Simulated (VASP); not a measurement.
# HgTe (Coloradoite) (F-43m) in VASP: notebook

The runs below take HgTe (Coloradoite) through single point, with PBE+D4, PBEsol+D3(BJ), RPBE.

Everything below comes from runs of VASP 6.6.1. Logs are shortened: lines on timing, memory, paths and dates and some standing lists are left out, and cuts for length are marked.

### 1 The cell of the first run

The structure is cubic, space group F-43m (No. 216). Conventional cell: a = 6.429 Å, b = 6.429 Å, c = 6.429 Å, α = 90.00°, β = 90.00°, γ = 90.00°. Hg (site symmetry -43m) has 4 Te at 2.78 Å within 3.7 Å. Te (site symmetry -43m) has 4 Hg at 2.78 Å within 3.7 Å.

### 2 Single point, PBE+D4

The input, INCAR:

```
SYSTEM = HgTe
PREC     = Accurate       ! precision mode
ENCUT    = 520            ! plane-wave cutoff, eV
EDIFF    = 1E-7           ! SCF threshold, eV
ISMEAR   = -1             ! smearing method
SIGMA    = 0.05           ! smearing width, eV
LREAL    = .False.        ! projectors in reciprocal space
LASPH    = .True.         ! aspherical terms in the spheres
NELM     = 80             ! most SCF steps
ALGO     = Normal         ! electronic algorithm
ISIF     = 2              ! what is computed and relaxed
LWAVE    = .False.        ! write WAVECAR
LCHARG   = .False.        ! write CHGCAR
GGA      = PE             ! functional
IVDW     = 13             ! dispersion correction
NBANDS   = 16             ! bands
```

The input, KPOINTS:

```
regular mesh
0
Gamma
  7 7 7
  0 0 0
```

The input, POSCAR:

```
HgTe
1.0
    0.0000000000      3.2145000000      3.2145000000
    3.2145000000      0.0000000000      3.2145000000
    3.2145000000      3.2145000000      0.0000000000
Hg Te
1 1
Direct
    0.0000000000      0.0000000000      0.0000000000
    0.7500000000      0.7500000000      0.7500000000
```

Potentials or basis: VASP PAW PBE potentials, release 64 (Hg, Te).

On the command line:

```sh
cat potpaw_PBE.64/Hg/POTCAR potpaw_PBE.64/Te/POTCAR > POTCAR
mpirun -np 1 vasp_std > vasp.out
```

OUTCAR:

```text
SYSTEM = HgTe
   PREC = Accurate
   ENCUT = 520
   EDIFF = 1E-7
   ISMEAR = -1
   LREAL = .False.
   LASPH = .True.
   NELM = 80
   ISIF = 2
   GGA = PE
   IVDW = 13

 ion  position               nearest neighbor table
   1  0.000  0.000  0.000-   2 2.78   2 2.78   2 2.78   2 2.78
   2  0.750  0.750  0.750-   1 2.78   1 2.78   1 2.78   1 2.78

  LATTYP: Found a face centered cubic cell.
 ALAT       =     6.4290000000

  Lattice vectors:

 A1 = (   0.0000000000,   3.2145000000,   3.2145000000)
 A2 = (   3.2145000000,   0.0000000000,   3.2145000000)
 A3 = (   3.2145000000,   3.2145000000,   0.0000000000)

Analysis of symmetry for initial positions (statically):
=====================================================================
 Subroutine PRICEL returns:
 Original cell was already a primitive cell.

 Routine SETGRP: Setting up the symmetry group for a
 face centered cubic supercell.

 Subroutine GETGRP returns: Found 24 space group operations
 (whereof 24 operations were pure point group operations)
 out of a pool of 48 trial point group operations.

The static configuration has the point symmetry T_d .

Analysis of symmetry for dynamics (positions and initial velocities):
=====================================================================
 Subroutine PRICEL returns:
 Original cell was already a primitive cell.

 Routine SETGRP: Setting up the symmetry group for a
 face centered cubic supercell.

 Subroutine GETGRP returns: Found 24 space group operations
 (whereof 24 operations were pure point group operations)
 out of a pool of 48 trial point group operations.

The dynamic configuration has the point symmetry T_d .

 Subroutine INISYM returns: Found 24 space group operations
 (whereof 24 operations are pure point group operations),
 and found     1 'primitive' translations

----------------------------------------------------------------------------------------

                                     Primitive cell

  volume of cell :      66.4309

  direct lattice vectors                    reciprocal lattice vectors
     0.000000000  3.214500000  3.214500000    -0.155545186  0.155545186  0.155545186
     3.214500000  0.000000000  3.214500000     0.155545186 -0.155545186  0.155545186
     3.214500000  3.214500000  0.000000000     0.155545186  0.155545186 -0.155545186

  length of vectors
     4.545989496  4.545989496  4.545989496     0.269412165  0.269412165  0.269412165

  position of ions in fractional coordinates (direct lattice)
     0.000000000  0.000000000  0.000000000
     0.750000000  0.750000000  0.750000000

  ion indices of the primitive-cell ions
   primitive index   ion index
                 1           1
                 2           2

----------------------------------------------------------------------------------------

 KPOINTS: regular mesh

Automatic generation of k-mesh.
 Grid dimensions read from file:
 generate k-points for:    7    7    7

 Generating k-lattice:

  Cartesian coordinates                     Fractional coordinates (reciprocal lattice)
    -0.022220741  0.022220741  0.022220741     0.142857143  0.000000000  0.000000000
     0.022220741 -0.022220741  0.022220741     0.000000000  0.142857143  0.000000000
     0.022220741  0.022220741 -0.022220741     0.000000000  0.000000000  0.142857143

  Length of vectors
     0.038487452  0.038487452  0.038487452

  Shift w.r.t. Gamma in fractional coordinates (k-lattice)
     0.000000000  0.000000000  0.000000000

 Subroutine IBZKPT returns following result:
 ===========================================

 Found     20 irreducible k-points:

 Following reciprocal coordinates:
            Coordinates               Weight
  0.000000  0.000000  0.000000      1.000000
  0.142857  0.000000  0.000000      8.000000
  0.285714  0.000000  0.000000      8.000000
  0.428571  0.000000  0.000000      8.000000
  0.142857  0.142857  0.000000      6.000000
  0.285714  0.142857  0.000000     24.000000
[... 12 lines left out ...]
 -0.428571  0.428571  0.142857     24.000000
 -0.285714  0.428571  0.142857     24.000000
   k-points           NKPTS =     20   k-points in BZ     NKDIM =     20   number of bands    NBANDS=     16
   number of dos      NEDOS =    301   number of ions     NIONS =      2
   total plane-waves  NPLWV =  46656
   dimension x,y,z NGX =    36 NGY =   36 NGZ =   36
   dimension x,y,z NGXF=    72 NGYF=   72 NGZF=   72
   ions per type =               1   1
   NGX,Y,Z   is equivalent  to a cutoff of  13.17, 13.17, 13.17 a.u.
   NGXF,Y,Z  is equivalent  to a cutoff of  26.33, 26.33, 26.33 a.u.
 SYSTEM =  HgTe
   PREC   = accura    normal or accurate (medium, high low for compatibility)
   ISTART =      0    job   : 0-new  1-cont  2-samecut
   ICHARG =      2    charge: 1-file 2-atom 10-const
   ISPIN  =      1    spin polarized calculation?
   LNONCOLLINEAR =      F non collinear calculations
   LSORBIT =      F    spin-orbit coupling
   LASPH  =      T    aspherical Exc in radial PAW
   ENCUT  =  520.0 eV  38.22 Ry    6.18 a.u.   8.45  8.45  8.45*2*pi/ulx,y,z
   NELM   =     80;   NELMIN=  2; NELMDL= -5     # of ELM steps
   EDIFF  = 0.1E-06   stopping-criterion for ELM
   LREAL  =      F    real-space projection
   EDIFFG = 0.1E-05   stopping-criterion for IOM
   NSW    =      0    number of steps for IOM
   IBRION =     -1    ionic relax: 0-MD 1-quasi-New 2-CG
   NFREE  =      0    steps in history (QN), initial steepest desc. (CG)
   ISIF   =      2    stress and relaxation
   ISYM   =      2    0-nonsym 1-usesym 2-fastsym
   POTIM  = 0.5000    time-step for ionic-motion
   TEBEG  =    0.0;   TEEND  =   0.0 temperature during run
   PSTRESS=    0.0 pullay stress
   NELECT =      18.0000    total number of electrons
   NUPDOWN=      -1.0000    fix difference up-down
   EMIN   =  10.00;   EMAX   =-10.00  energy-range for DOS
   EFERMI =   0.00;   METHOD = LEGACY
   ISMEAR =    -1;   SIGMA  =   0.05  broadening in eV -4-tet -1-fermi 0-gaus
   EFERMI_NEDOS =   21; number of points for ismear=-14 and -15
   IALGO  =     38    algorithm
   IMIX   =      4    mixing-type and parameters
     AMIX     =   0.40;   BMIX     =  1.00
     AMIX_MAG =   1.60;   BMIX_MAG =  1.00
  volume/ion in A,a.u.               =      33.22       224.15
  Fermi-wavevector in a.u.,A,eV,Ry     =   1.059357  2.001894 15.268958  1.122237
  Thomas-Fermi vector in A             =   2.194699
   LORBIT       =      0    0 simple, 1 ext, 2 COOP (PROOUT), +10 PAW based schemes
   GGA     = PE    functional components
   LHFCALC =     F    Hartree Fock is set to
   AEXX    =    0.0000 exact exchange contribution
   IVDW    =    13    specifies the selected vdW correction
   LEPSILON=     F    determine dielectric tensor
   LRPA    =     F    only Hartree local field effects (RPA)
 non-spin polarized calculation
  energy-cutoff  :      520.00
  volume of cell :       66.43
 maximum number of plane-waves:      1808
 NGX is ok and might be reduce to    36
   NGX = 17   NGY = 17   NGZ = 17

 number of electron      18.0000000 magnetization

 Free energy of the ion-electron system (eV)
  ---------------------------------------------------
  ext. energy  EPLUGINS =         0.00000000
  ---------------------------------------------------
  free energy    TOTEN  =        -3.55176513 eV

  energy without entropy =       -3.55107836  energy(sigma->0) =       -3.55142174

 E-fermi :   3.3154     XC(G=0):  -8.8171

 val. band max:        3.2749481532   @ k =   0.0000   0.0000   0.0000
 cond. band min:       4.0012710568   @ k =   0.4286   0.0000   0.0000
 fundamental gap:      0.7263229036
 Fermi energy:         3.3154354081

 k-point     1 :       0.0000    0.0000    0.0000
  band No.  band energies     occupation
      1      -8.8312      2.00000
      2      -4.1792      2.00000
      3      -4.1792      2.00000
      4      -4.1792      2.00000
      5      -3.6296      2.00000
      6      -3.6296      2.00000
[... 8 lines left out ...]
     15      12.8493      0.00000
     16      12.8493      0.00000

 k-point     2 :       0.1429    0.0000    0.0000
  band No.  band energies     occupation
      1      -8.7284      2.00000
      2      -4.1508      2.00000
      3      -4.1508      2.00000
      4      -4.1404      2.00000
      5      -3.6323      2.00000
      6      -3.6323      2.00000
[... 8 lines left out ...]
     15      11.9290      0.00000
     16      11.9290      0.00000

 k-point     3 :       0.2857    0.0000    0.0000
  band No.  band energies     occupation
      1      -8.4832      2.00000
      2      -4.0931      2.00000
      3      -4.0931      2.00000
      4      -3.9505      2.00000
      5      -3.6283      2.00000
      6      -3.6283      2.00000
[... 8 lines left out ...]
     15      11.8930      0.00000
     16      11.8930      0.00000

 k-point     4 :       0.4286    0.0000    0.0000
  band No.  band energies     occupation
      1      -8.2714      2.00000
      2      -4.0562      2.00000
      3      -4.0562      2.00000
      4      -3.6114      2.00000
      5      -3.6114      2.00000
      6      -3.4883      2.00000
[... 8 lines left out ...]
     15      12.9492      0.00000
     16      12.9492      0.00000

 k-point     5 :       0.1429    0.1429    0.0000
  band No.  band energies     occupation
      1      -8.6938      2.00000
      2      -4.1651      2.00000
      3      -4.1227      2.00000
      4      -4.1227      2.00000
      5      -3.6494      2.00000
      6      -3.6174      2.00000
[... 8 lines left out ...]
     15      11.3893      0.00000
     16      12.9471      0.00000

 k-point     6 :       0.2857    0.1429    0.0000
  band No.  band energies     occupation
      1      -8.4944      2.00000
      2      -4.1106      2.00000
      3      -4.0591      2.00000
      4      -4.0139      2.00000
      5      -3.6509      2.00000
      6      -3.6071      2.00000
[... 8 lines left out ...]
     15      12.3724      0.00000
     16      12.7409      0.00000
[... 191 lines left out ...]
 k-point    17 :       0.4286    0.2857    0.1429
  band No.  band energies     occupation
      1      -8.3014      2.00000
      2      -4.0463      2.00000
      3      -4.0012      2.00000
      4      -3.8722      2.00000
      5      -3.6218      2.00000
      6      -3.5770      2.00000
[... 8 lines left out ...]
     15      13.5311      0.00000
     16      13.7319      0.00000

 k-point    18 :      -0.4286    0.2857    0.1429
  band No.  band energies     occupation
      1      -8.1392      2.00000
      2      -3.9994      2.00000
      3      -3.9672      2.00000
      4      -3.7064      2.00000
      5      -3.6177      2.00000
      6      -3.3179      2.00000
[... 8 lines left out ...]
     15      13.1898      0.00000
     16      13.8744      0.00000

 k-point    19 :      -0.4286    0.4286    0.1429
  band No.  band energies     occupation
      1      -8.0673      2.00000
      2      -3.9737      2.00000
      3      -3.8974      2.00000
      4      -3.7842      2.00000
      5      -3.5961      2.00000
      6      -3.2098      2.00000
[... 8 lines left out ...]
     15      14.0107      0.00000
     16      14.4390      0.00000

 k-point    20 :      -0.2857    0.4286    0.1429
  band No.  band energies     occupation
      1      -8.0492      2.00000
      2      -3.9654      2.00000
      3      -3.9076      2.00000
      4      -3.7002      2.00000
      5      -3.6434      2.00000
      6      -3.0521      2.00000
[... 8 lines left out ...]
     15      13.3843      0.00000
     16      15.1677      0.00000

------------------------ aborting loop because EDIFF is reached ----------------------------------------

  DFT-D4 for vdW energy calculation

  Edisp (eV):   -0.77982

  FORCE on cell =-STRESS in cart. coord.  units (eV):
  Direction    XX          YY          ZZ          XY          YZ          ZX
  --------------------------------------------------------------------------------------
  -------------------------------------------------------------------------------------
  Total       1.05017     1.05017     1.05017    -0.00000    -0.00000     0.00000
  in kB      25.32801    25.32801    25.32801    -0.00000    -0.00000     0.00000
  external pressure =       25.33 kB  Pullay stress =        0.00 kB

 VOLUME and BASIS-vectors are now :
 -----------------------------------------------------------------------------
  energy-cutoff  :      520.00
  volume of cell :       66.43
      direct lattice vectors                 reciprocal lattice vectors
     0.000000000  3.214500000  3.214500000    -0.155545186  0.155545186  0.155545186
     3.214500000  0.000000000  3.214500000     0.155545186 -0.155545186  0.155545186
     3.214500000  3.214500000  0.000000000     0.155545186  0.155545186 -0.155545186

 POSITION                                       TOTAL-FORCE (eV/Angst)
 -----------------------------------------------------------------------------------
      0.00000      0.00000      0.00000         0.000000     -0.000000     -0.000000
      4.82175      4.82175      4.82175        -0.000000      0.000000      0.000000
 -----------------------------------------------------------------------------------
    total drift:                                0.000000      0.000000      0.000000

  FREE ENERGIE OF THE ION-ELECTRON SYSTEM (eV)
  ---------------------------------------------------
  free  energy   TOTEN  =        -4.3315880572 eV

  energy  without entropy=       -4.3309012870  energy(sigma->0) =       -4.33124467
```

It took 12 s on 1 thread of Intel Xeon Platinum 8559C (Emerald Rapids), shared host; peak memory 0.2 GiB.

What came out:

* Free energy: -4.3316 eV
* Pressure: 2.5 GPa
* Band gap on the k mesh: zero (filled and empty bands touch)
* Dispersion energy per atom: -0.390 eV

Caveat: spin-orbit coupling is left out, which moves the levels of the heavy elements; pairwise dispersion overbinds metals, which lowers pressure and volume.

### 3 Single point, PBEsol+D3(BJ)

The input, INCAR:

```
PREC = Accurate ; ENCUT = 520
EDIFF = 1E-7 ; ISMEAR = -1
SIGMA = 0.05 ; LREAL = F
LASPH = T ; NELM = 80
ALGO = Normal ; ISIF = 2
LWAVE = F ; LCHARG = F
GGA = PS ; IVDW = 12
NBANDS = 16
```

The input, KPOINTS:

```
Automatic mesh
0
Gamma
  7 7 7
```

POSCAR is that of step 2.

Potentials or basis: VASP PAW PBE potentials, release 64 (Hg, Te).

On the command line:

```sh
cat potpaw_PBE.64/Hg/POTCAR potpaw_PBE.64/Te/POTCAR > POTCAR
mpirun -np 1 vasp_std > vasp.out
```

It took 11 s on 1 thread of Intel Xeon Platinum 8559C (Emerald Rapids), shared host; peak memory 0.22 GiB.

It converged, with:

- Free energy: -5.0771 eV
- Pressure: 0.2 GPa
- Band gap on the k mesh: zero (filled and empty bands touch)
- Dispersion energy per atom: -0.361 eV

Levels at points of the mesh, in eV from the Fermi level:
```
           k point  band 7  band 8  band 9  band 10  band 11  band 12
(0.00, 0.00, 0.00)   -0.81   -0.04   -0.04    -0.04     4.11     4.11
```

Caveat: the PAW data sets were made with another functional, which shifts forces and pressure a little; spin-orbit coupling is left out, which moves the levels of the heavy elements; pairwise dispersion overbinds metals, which lowers pressure and volume.

(Continued in part 2 of 2.)
